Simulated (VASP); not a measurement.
# ZnCd5S6 (P-4m2) in VASP: single point with PBE

Aim: the single point of ZnCd5S6 with PBE.

Everything below comes from runs of VASP 6.6.1. Logs are shortened: lines on timing, memory, paths and dates and some standing lists are left out, and cuts for length are marked.

## (1) The cell of the first run

It takes space group P-4m2 (No. 115, tetragonal). Conventional cell: a = 4.120 Å, b = 4.120 Å, c = 17.646 Å, α = 90.00°, β = 90.00°, γ = 90.00°. Within 3.2 Å of Zn (site symmetry -4m2) lie 4 S at 2.40 Å. Within 3.4 Å of Cd (site symmetry -4m2) lie 4 S at 2.56 Å. Cd (site symmetry 2mm) has 4 S at 2.56 Å within 3.4 Å. Within 3.4 Å of Cd (site symmetry 2mm) lie 4 S at 2.56 Å. Within 3.4 Å of S (site symmetry 2mm) lie 4 Cd at 2.56 Å. Within 3.2 Å of S (site symmetry 2mm) lie 2 Zn at 2.40 Å and 2 Cd at 2.56 Å. S (site symmetry 2mm) has 4 Cd at 2.56 Å within 3.4 Å.

## (2) Single point, PBE

Input file INCAR:

```
PREC = Accurate ; ENCUT = 520
EDIFF = 1E-7 ; ISMEAR = 0
SIGMA = 0.02 ; LREAL = False
LASPH = True ; NELM = 80
ALGO = Normal ; ISIF = 2
LWAVE = False ; LCHARG = True
GGA = PE ; LELF = True
LVHAR = True ; NBANDS = 66
```

Input file KPOINTS:

```
regular mesh
0
Gamma
  8 8 2
```

Input file POSCAR:

```
ZnCd5S6
1.0
    4.1202826208      0.0000000000      0.0000000000
    0.0000000000      4.1202826208      0.0000000000
    0.0000000000      0.0000000000     17.6459053208
Zn Cd S
1 5 6
Direct
    0.5000000000      0.5000000000      0.5000000000
    0.0000000000      0.0000000000      0.0000000000
    0.5000000000      0.5000000000      0.1718198605
    0.0000000000      0.0000000000      0.3436828209
    0.0000000000      0.0000000000      0.6563171791
    0.5000000000      0.5000000000      0.8281801395
    0.5000000000      0.0000000000      0.2577468233
    0.0000000000      0.5000000000      0.4298930236
    0.5000000000      0.0000000000      0.5701069764
    0.0000000000      0.5000000000      0.7422531767
    0.5000000000      0.0000000000      0.9140898248
    0.0000000000      0.5000000000      0.0859101752
```

Potentials or basis: VASP PAW PBE potentials, release 64 (Zn, Cd, S).

The run is started by

```sh
> cat potpaw_PBE.64/Zn/POTCAR potpaw_PBE.64/Cd/POTCAR potpaw_PBE.64/S/POTCAR > POTCAR
> mpirun -np 1 vasp_std > vasp.out
```

OUTCAR:

```text
PREC = Accurate
   ENCUT = 520
   EDIFF = 1E-7
   ISMEAR = 0
   LREAL = False
   LASPH = True
   NELM = 80
   ISIF = 2
   GGA = PE

 ion  position               nearest neighbor table
   1  0.500  0.500  0.500-   8 2.40   9 2.40   9 2.40   8 2.40
   2  0.000  0.000  0.000-  11 2.56  12 2.56  12 2.56  11 2.56
   3  0.500  0.500  0.172-  12 2.56  12 2.56   7 2.56   7 2.56
   4  0.000  0.000  0.344-   7 2.56   7 2.56   8 2.56   8 2.56
   5  0.000  0.000  0.656-  10 2.56  10 2.56   9 2.56   9 2.56
   6  0.500  0.500  0.828-  11 2.56  11 2.56  10 2.56  10 2.56
   7  0.500  0.000  0.258-   3 2.56   3 2.56   4 2.56   4 2.56
   8  0.000  0.500  0.430-   1 2.40   1 2.40   4 2.56   4 2.56
   9  0.500  0.000  0.570-   1 2.40   1 2.40   5 2.56   5 2.56
  10  0.000  0.500  0.742-   6 2.56   6 2.56   5 2.56   5 2.56
  11  0.500  0.000  0.914-   6 2.56   6 2.56   2 2.56   2 2.56
  12  0.000  0.500  0.086-   3 2.56   3 2.56   2 2.56   2 2.56

  LATTYP: Found a simple tetragonal cell.
 ALAT       =     4.1202826208
 C/A-ratio  =     4.2826929473

  Lattice vectors:

 A1 = (   4.1202826208,   0.0000000000,   0.0000000000)
 A2 = (   0.0000000000,   4.1202826208,   0.0000000000)
 A3 = (   0.0000000000,   0.0000000000,  17.6459053208)

Analysis of symmetry for initial positions (statically):
=====================================================================
 Subroutine PRICEL returns:
 Original cell was already a primitive cell.

 Routine SETGRP: Setting up the symmetry group for a
 simple tetragonal supercell.

 Subroutine GETGRP returns: Found  8 space group operations
 (whereof  8 operations were pure point group operations)
 out of a pool of 16 trial point group operations.

The static configuration has the point symmetry D_2d.

Analysis of symmetry for dynamics (positions and initial velocities):
=====================================================================
 Subroutine PRICEL returns:
 Original cell was already a primitive cell.

 Routine SETGRP: Setting up the symmetry group for a
 simple tetragonal supercell.

 Subroutine GETGRP returns: Found  8 space group operations
 (whereof  8 operations were pure point group operations)
 out of a pool of 16 trial point group operations.

The dynamic configuration has the point symmetry D_2d.

 Subroutine INISYM returns: Found  8 space group operations
 (whereof  8 operations are pure point group operations),
 and found     1 'primitive' translations

----------------------------------------------------------------------------------------

                                     Primitive cell

  volume of cell :     299.5698

  direct lattice vectors                    reciprocal lattice vectors
     4.120282621  0.000000000  0.000000000     0.242701798  0.000000000  0.000000000
     0.000000000  4.120282621  0.000000000     0.000000000  0.242701798  0.000000000
     0.000000000  0.000000000 17.645905321     0.000000000  0.000000000  0.056670371

  length of vectors
     4.120282621  4.120282621 17.645905321     0.242701798  0.242701798  0.056670371

  position of ions in fractional coordinates (direct lattice)
     0.500000000  0.500000000  0.500000000
     0.000000000  0.000000000  0.000000000
     0.500000000  0.500000000  0.171819861
     0.000000000  0.000000000  0.343682821
     0.000000000  0.000000000  0.656317179
     0.500000000  0.500000000  0.828180139
     0.500000000  0.000000000  0.257746823
     0.000000000  0.500000000  0.429893024
     0.500000000  0.000000000  0.570106976
     0.000000000  0.500000000  0.742253177
     0.500000000  0.000000000  0.914089825
     0.000000000  0.500000000  0.085910175

  ion indices of the primitive-cell ions
   primitive index   ion index
                 1           1
                 2           2
                 3           3
                 4           4
                 5           5
                 6           6
                 7           7
                 8           8
                 9           9
                10          10
                11          11
                12          12

----------------------------------------------------------------------------------------

 KPOINTS: regular mesh

Automatic generation of k-mesh.
 Grid dimensions read from file:
 generate k-points for:    8    8    2

 Generating k-lattice:

  Cartesian coordinates                     Fractional coordinates (reciprocal lattice)
     0.030337725  0.000000000  0.000000000     0.125000000  0.000000000  0.000000000
     0.000000000  0.030337725  0.000000000     0.000000000  0.125000000  0.000000000
     0.000000000  0.000000000  0.028335185     0.000000000  0.000000000  0.500000000

  Length of vectors
     0.030337725  0.030337725  0.028335185

  Shift w.r.t. Gamma in fractional coordinates (k-lattice)
     0.000000000  0.000000000  0.000000000

 Subroutine IBZKPT returns following result:
 ===========================================

 Found     30 irreducible k-points:

 Following reciprocal coordinates:
            Coordinates               Weight
  0.000000  0.000000  0.000000      1.000000
  0.125000  0.000000  0.000000      4.000000
  0.250000  0.000000  0.000000      4.000000
  0.375000  0.000000  0.000000      4.000000
  0.500000  0.000000  0.000000      2.000000
  0.125000  0.125000  0.000000      4.000000
[... 16 lines left out ...]
  0.375000  0.125000  0.500000      8.000000
  0.500000  0.125000  0.500000      4.000000
 [... further k-points ...]
   k-points           NKPTS =     30   k-points in BZ     NKDIM =     30   number of bands    NBANDS=     66
   number of dos      NEDOS =    301   number of ions     NIONS =     12
   total plane-waves  NPLWV = 143360
   dimension x,y,z NGX =    32 NGY =   32 NGZ =  140
   dimension x,y,z NGXF=    64 NGYF=   64 NGZF=  280
   ions per type =               1   5   6
   NGX,Y,Z   is equivalent  to a cutoff of  12.91, 12.91, 13.19 a.u.
   NGXF,Y,Z  is equivalent  to a cutoff of  25.82, 25.82, 26.38 a.u.
 SYSTEM =  unknown system
   PREC   = accura    normal or accurate (medium, high low for compatibility)
   ISTART =      0    job   : 0-new  1-cont  2-samecut
   ICHARG =      2    charge: 1-file 2-atom 10-const
   ISPIN  =      1    spin polarized calculation?
   LNONCOLLINEAR =      F non collinear calculations
   LSORBIT =      F    spin-orbit coupling
   LASPH  =      T    aspherical Exc in radial PAW
   ENCUT  =  520.0 eV  38.22 Ry    6.18 a.u.   7.66  7.66 32.81*2*pi/ulx,y,z
   NELM   =     80;   NELMIN=  2; NELMDL= -5     # of ELM steps
   EDIFF  = 0.1E-06   stopping-criterion for ELM
   LREAL  =      F    real-space projection
   EDIFFG = 0.1E-05   stopping-criterion for IOM
   NSW    =      0    number of steps for IOM
   IBRION =     -1    ionic relax: 0-MD 1-quasi-New 2-CG
   NFREE  =      0    steps in history (QN), initial steepest desc. (CG)
   ISIF   =      2    stress and relaxation
   ISYM   =      2    0-nonsym 1-usesym 2-fastsym
   POTIM  = 0.5000    time-step for ionic-motion
   TEBEG  =    0.0;   TEEND  =   0.0 temperature during run
   PSTRESS=    0.0 pullay stress
   NELECT =     108.0000    total number of electrons
   NUPDOWN=      -1.0000    fix difference up-down
   EMIN   =  10.00;   EMAX   =-10.00  energy-range for DOS
   EFERMI =   0.00;   METHOD = LEGACY
   ISMEAR =     0;   SIGMA  =   0.02  broadening in eV -4-tet -1-fermi 0-gaus
   EFERMI_NEDOS =   21; number of points for ismear=-14 and -15
   IALGO  =     38    algorithm
   IMIX   =      4    mixing-type and parameters
     AMIX     =   0.40;   BMIX     =  1.00
     AMIX_MAG =   1.60;   BMIX_MAG =  1.00
  volume/ion in A,a.u.               =      24.96       168.47
  Fermi-wavevector in a.u.,A,eV,Ry     =   1.165154  2.201822 18.471058  1.357584
  Thomas-Fermi vector in A             =   2.301684
   LORBIT       =      0    0 simple, 1 ext, 2 COOP (PROOUT), +10 PAW based schemes
   GGA     = PE    functional components
   LHFCALC =     F    Hartree Fock is set to
   AEXX    =    0.0000 exact exchange contribution
   IVDW    =     0    specifies the selected vdW correction
   LEPSILON=     F    determine dielectric tensor
   LRPA    =     F    only Hartree local field effects (RPA)
 non-spin polarized calculation
 Gauss-broadening in eV      SIGMA  =   0.02
  energy-cutoff  :      520.00
  volume of cell :      299.57
 maximum number of plane-waves:      8091
 NGX is ok and might be reduce to    32
   NGX = 15   NGY = 15   NGZ = 65

 number of electron     107.9999953 magnetization

 Free energy of the ion-electron system (eV)
  ---------------------------------------------------
  ext. energy  EPLUGINS =         0.00000000
  ---------------------------------------------------
  free energy    TOTEN  =       -37.46836340 eV

  energy without entropy =      -37.46836340  energy(sigma->0) =      -37.46836340

 E-fermi :   1.1830     XC(G=0):  -9.0315

 val. band max:        1.0971704402   @ k =   0.0000   0.0000   0.0000
 cond. band min:       2.2221490932   @ k =   0.0000   0.0000   0.0000
 fundamental gap:      1.1249786530
 Fermi energy:         1.1830202032

 k-point     1 :       0.0000    0.0000    0.0000
  band No.  band energies     occupation
      1     -11.2471      2.00000
      2     -11.0033      2.00000
      3     -10.9331      2.00000
      4     -10.7160      2.00000
      5     -10.6581      2.00000
      6     -10.5233      2.00000
[... 58 lines left out ...]
     65       6.6427      0.00000
     66       7.6339      0.00000

 k-point     2 :       0.1250    0.0000    0.0000
  band No.  band energies     occupation
      1     -11.1986      2.00000
      2     -10.9686      2.00000
      3     -10.9032      2.00000
      4     -10.7036      2.00000
      5     -10.6500      2.00000
      6     -10.5262      2.00000
[... 58 lines left out ...]
     65       6.8950      0.00000
     66       7.3898      0.00000

 k-point     3 :       0.2500    0.0000    0.0000
  band No.  band energies     occupation
      1     -11.0678      2.00000
      2     -10.8787      2.00000
      3     -10.8273      2.00000
      4     -10.6768      2.00000
      5     -10.6358      2.00000
      6     -10.5441      2.00000
[... 1438 lines left out ...]
     65       7.4571      0.00000
     66       7.6310      0.00000

 k-point    24 :       0.5000    0.1250    0.5000
  band No.  band energies     occupation
      1     -10.7437      2.00000
      2     -10.6687      2.00000
      3     -10.6586      2.00000
      4     -10.6584      2.00000
      5     -10.6576      2.00000
      6     -10.6559      2.00000
[... 58 lines left out ...]
     65       7.5135      0.00000
     66       7.5429      0.00000

 [... further k-points ...]

------------------------ aborting loop because EDIFF is reached ----------------------------------------

  FORCE on cell =-STRESS in cart. coord.  units (eV):
  Direction    XX          YY          ZZ          XY          YZ          ZX
  --------------------------------------------------------------------------------------
  -------------------------------------------------------------------------------------
  Total        0.5181018      0.5181018      0.5262251      0.0000000     -0.0000000      0.0000000
  in kB        2.7709440      2.7709440      2.8143894      0.0000000     -0.0000000      0.0000000
  external PRESSURE =       2.7854258 kB  Pullay stress =       0.0000000 kB

 VOLUME and BASIS-vectors are now :
 -----------------------------------------------------------------------------
  energy-cutoff  :      520.00
  volume of cell :      299.57
      direct lattice vectors                 reciprocal lattice vectors
     4.120282621  0.000000000  0.000000000     0.242701798  0.000000000  0.000000000
     0.000000000  4.120282621  0.000000000     0.000000000  0.242701798  0.000000000
     0.000000000  0.000000000 17.645905321     0.000000000  0.000000000  0.056670371

 POSITION                                       TOTAL-FORCE (eV/Angst)
 -----------------------------------------------------------------------------------
      2.06014      2.06014      8.82295        -0.000000      0.000000      0.000000
      0.00000      0.00000      0.00000         0.000000     -0.000000      0.000000
      2.06014      2.06014      3.03192         0.000000     -0.000000      0.001267
      0.00000      0.00000      6.06459         0.000000     -0.000000     -0.000026
      0.00000      0.00000     11.58131         0.000000     -0.000000      0.000026
      2.06014      2.06014     14.61399         0.000000     -0.000000     -0.001267
      2.06014      0.00000      4.54818         0.000000     -0.000000      0.001013
      0.00000      2.06014      7.58585         0.000000     -0.000000      0.021157
      2.06014      0.00000     10.06005         0.000000     -0.000000     -0.021157
      0.00000      2.06014     13.09773         0.000000     -0.000000     -0.001013
      2.06014      0.00000     16.12994         0.000000     -0.000000     -0.000527
      0.00000      2.06014      1.51596         0.000000     -0.000000      0.000527
 -----------------------------------------------------------------------------------
    total drift:                                0.000000      0.000000      0.000000

  FREE ENERGIE OF THE ION-ELECTRON SYSTEM (eV)
  ---------------------------------------------------
  free  energy   TOTEN  =       -37.4683634024 eV

  energy  without entropy=      -37.4683634024  energy(sigma->0) =      -37.46836340
```

Wall time 24 min (1 thread of Intel Xeon 8259CL, shared host); peak memory 0.66 GiB.

What came out:

```yaml
Free_energy: -37.4684 eV
Pressure: 0.3 GPa
Largest_force: 0.021 eV/Å
Band_gap_on_the_k_mesh: 1.12 eV
```

Forces on the atoms (eV/Å):
```
Zn   0.000  0.000  0.000
Cd   0.000  0.000  0.000
Cd   0.000  0.000  0.001
Cd   0.000  0.000  0.000
Cd   0.000  0.000  0.000
Cd   0.000  0.000 -0.001
S    0.000  0.000  0.001
S    0.000  0.000  0.021
S    0.000  0.000 -0.021
S    0.000  0.000 -0.001
S    0.000  0.000 -0.001
S    0.000  0.000  0.001
```
